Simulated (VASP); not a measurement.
Here is a VASP 6.6.1 calculation.

File INCAR:

```
SYSTEM = Re
PREC = Accurate
ENCUT = 520
EDIFF = 1E-6
ISMEAR = -1
SIGMA = 0.05
LREAL = .FALSE.
LASPH = .TRUE.
NELM = 60
ALGO = Normal
ISIF = 2
LWAVE = .FALSE.
LCHARG = .FALSE.
GGA = PS
NBANDS = 18
```

KPOINTS

```
Automatic mesh
0
G
  15 15 15
  0 0 0
```

File POSCAR:

```
Re
1.0
    1.3652191954      0.7882096700      6.6080752596
   -1.3652191954      0.7882096700      6.6080752596
    0.0000000000     -1.5764193399      6.6080752596
Re
3
Direct
    0.0000000000      0.0000000000      0.0000000000
    0.2221738800      0.2221738800      0.2221738800
    0.7778261200      0.7778261200      0.7778261200
```

Potentials or basis: VASP PAW PBE potentials, release 64 (Re).

Run with:

```sh
$ cat potpaw_PBE.64/Re/POTCAR > POTCAR
$ mpirun -np 1 vasp_std > vasp.out
```

Task: Predict the band gap on the k mesh.

Result: Zero (an odd number of electrons rules out a gap without spin polarisation).

Task: What does it give for the largest force?

Result: 0.043 eV/Å.

Task: What does it give for the pressure?

Result: 10.0 GPa.

Stress tensor (GPa, compression positive):
```
10.32  0.00  0.00
 0.00 10.32  0.00
 0.00  0.00  9.26
```

Caveat: the cell stands under pressure; the PAW data sets were made with another functional, which shifts forces and pressure a little; spin-orbit coupling is left out, which moves the levels of the heavy elements.
